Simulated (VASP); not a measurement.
Write the native input for VASP 6.6.1 that does the following.

- Task: single point
- Functional: HSE06
- Potentials or basis: VASP PAW PBE potentials, release 64 (K_sv, Br)
- Cutoff: 520 eV
- k mesh: 4 × 4 × 4
- Occupations: gaussian, width 0.01 eV
- Spin: no spin polarisation
- Dipole correction: no
- Grid for exact exchange (PRECFOCK): Normal
- Further INCAR settings: ALGO = Normal; EDIFF = 1e-06; NBANDS = 15
- Screening parameter: 0.2079 1/Å

The system is KBr.

```
K Br
1.0
     3.97632    0.00000    0.00000
     0.00000    3.97632    0.00000
     0.00000    0.00000    3.97632
K Br
1 1
Direct
  0.00000 0.00000 0.00000
  0.50000 0.50000 0.50000
```

These files were run (other wordings do the same):

POSCAR

```
KBr
1.0
    3.9763218101      0.0000000000      0.0000000000
    0.0000000000      3.9763218101      0.0000000000
    0.0000000000      0.0000000000      3.9763218101
K Br
1 1
Direct
    0.0000000000      0.0000000000      0.0000000000
    0.5000000000      0.5000000000      0.5000000000
```

INCAR.step1

```
PREC     = Accurate       # precision mode
ENCUT    = 520            # plane-wave cutoff, eV
EDIFF    = 1E-5           # SCF threshold, eV
ISMEAR   = 0              # smearing method
SIGMA    = 0.01           # smearing width, eV
LREAL    = False          # projectors in reciprocal space
LASPH    = True           # aspherical terms in the spheres
NELM     = 100            # most SCF steps
ALGO     = Normal         # electronic algorithm
ISIF     = 2              # what is computed and relaxed
LWAVE    = True           # write WAVECAR
NBANDS   = 15             # bands
GGA      = PE             # functional
```

INCAR.step2

```
PREC     = Accurate       # precision mode
ENCUT    = 520            # plane-wave cutoff, eV
EDIFF    = 1E-6           # SCF threshold, eV
ISMEAR   = 0              # smearing method
SIGMA    = 0.01           # smearing width, eV
LREAL    = False          # projectors in reciprocal space
LASPH    = True           # aspherical terms in the spheres
NELM     = 100            # most SCF steps
ALGO     = Normal         # electronic algorithm
ISIF     = 2              # what is computed and relaxed
LWAVE    = False          # write WAVECAR
LCHARG   = True           # write CHGCAR
GGA      = PE             # functional
LHFCALC  = True           # exact exchange
HFSCREEN = 0.2079         # screening, 1/A
PRECFOCK = Normal       
LELF     = True           # ELF
LVHAR    = True         
NBANDS   = 15             # bands
ISTART   = 1
```

KPOINTS

```
Automatic mesh
0
Gamma
  4 4 4
```

Potentials or basis: VASP PAW PBE potentials, release 64 (K_sv, Br).

Launch:

```bash
$ cat potpaw_PBE.64/K_sv/POTCAR potpaw_PBE.64/Br/POTCAR > POTCAR
$ cp INCAR.step1 INCAR
$ mpirun -np 1 vasp_std > vasp.out
$ cp INCAR.step2 INCAR
$ mpirun -np 1 vasp_std > vasp.out
```

Results of the run:

```yaml
Pressure: 0.5 GPa
Band_gap_on_the_k_mesh: 5.19 eV, indirect (least direct gap 5.49 eV)
```

Caveat: the PAW data sets were made with another functional, which shifts forces and pressure a little.

Wall time 3.1 min on 1 thread of Intel(R) Xeon(R) 6975P-C (Granite Rapids) (shared host), peak memory 0.27 GiB.
